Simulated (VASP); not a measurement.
Write the native input for VASP 6.6.1 that does the following.

```
Task                   : single point
Functional             : PBE
Potentials or basis    : VASP PAW PBE potentials, release 64 (Pd)
Cutoff                 : 520 eV
k mesh                 : 14 × 14 × 14
Occupations            : fermi-dirac, width 0.05 eV
Spin                   : no spin polarisation
Dipole correction      : no
Further INCAR settings : ALGO = Normal; EDIFF = 1e-06; NBANDS = 11
```

The structure of Pd lies in POSCAR:

```
Pd
1.0
    0.0000000000      1.9335000000      1.9335000000
    1.9335000000      0.0000000000      1.9335000000
    1.9335000000      1.9335000000      0.0000000000
Pd
1
Direct
    0.0000000000      0.0000000000      0.0000000000
```

The input as run:

INCAR

```
PREC     = Accurate       # precision mode
ENCUT    = 520            # plane-wave cutoff, eV
EDIFF    = 1E-6           # SCF threshold, eV
ISMEAR   = -1             # smearing method
SIGMA    = 0.05           # smearing width, eV
LREAL    = F              # projectors in reciprocal space
LASPH    = T              # aspherical terms in the spheres
NELM     = 60             # most SCF steps
ALGO     = Normal         # electronic algorithm
ISIF     = 2              # what is computed and relaxed
LWAVE    = F              # write WAVECAR
LCHARG   = F              # write CHGCAR
GGA      = PE             # functional
NBANDS   = 11             # bands
```

KPOINTS

```
regular mesh
0
Gamma
  14 14 14
```

Potentials or basis: VASP PAW PBE potentials, release 64 (Pd).

The run is started by

```console
$ cat potpaw_PBE.64/Pd/POTCAR > POTCAR
$ mpirun -np 1 vasp_std > vasp.out
```

Results of the run:

```
Pressure               : 11.4 GPa
Band gap on the k mesh : zero (band 5 reaches 10.43 eV, above the bottom of band 6 at 8.78 eV)
```

Wall time 17 s on 1 thread of Intel Xeon 8259CL, with other jobs on the host, peak memory 0.14 GiB.
